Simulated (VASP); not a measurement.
Input of a VASP 6.6.1 run:

Contents of INCAR:

```
SYSTEM = Ti3As4
ALGO = Normal
EDIFF = 1E-6
ENCUT = 520
GGA = PE
ISIF = 2
ISMEAR = 0
ISPIN = 2
LASPH = .True.
LCHARG = .True.
LELF = .True.
LMAXMIX = 4
LORBIT = 11
LREAL = .False.
LVHAR = .True.
LWAVE = .False.
MAGMOM = 1 1 1 0 0 0 0
NBANDS = 41
NELM = 150
PREC = Accurate
SIGMA = 0.1
```

File KPOINTS:

```
k-points
0
Gamma
  4 4 2
  0 0 0
```

File POSCAR:

```
Ti3As4
1.0
    4.0452258478      0.0000000000      0.0000000000
    0.0000000000      4.0452258478      0.0000000000
    0.0000000000      0.0000000000      9.5509264579
Ti As
3 4
Direct
    0.0000000000      0.0000000000      0.8309471085
    0.5000000000      0.5000000000      0.5000000000
    0.0000000000      0.0000000000      0.1690528915
    0.5000000000      0.0000000000      0.6511757684
    0.0000000000      0.5000000000      0.3488242316
    0.5000000000      0.0000000000      0.0081779677
    0.0000000000      0.5000000000      0.9918220323
```

Potentials or basis: VASP PAW PBE potentials, release 64 (Ti_sv, As).

Command:

```console
$ cat potpaw_PBE.64/Ti_sv/POTCAR potpaw_PBE.64/As/POTCAR > POTCAR
$ mpirun -np 1 vasp_std > vasp.out
```

(1) Estimate the net moment.

(2) Predict the pressure.

Results:

(1) 0.00 μB per cell.

(2) 0.1 GPa.

Caveat: the k points lie up to 0.39 Å⁻¹ apart.
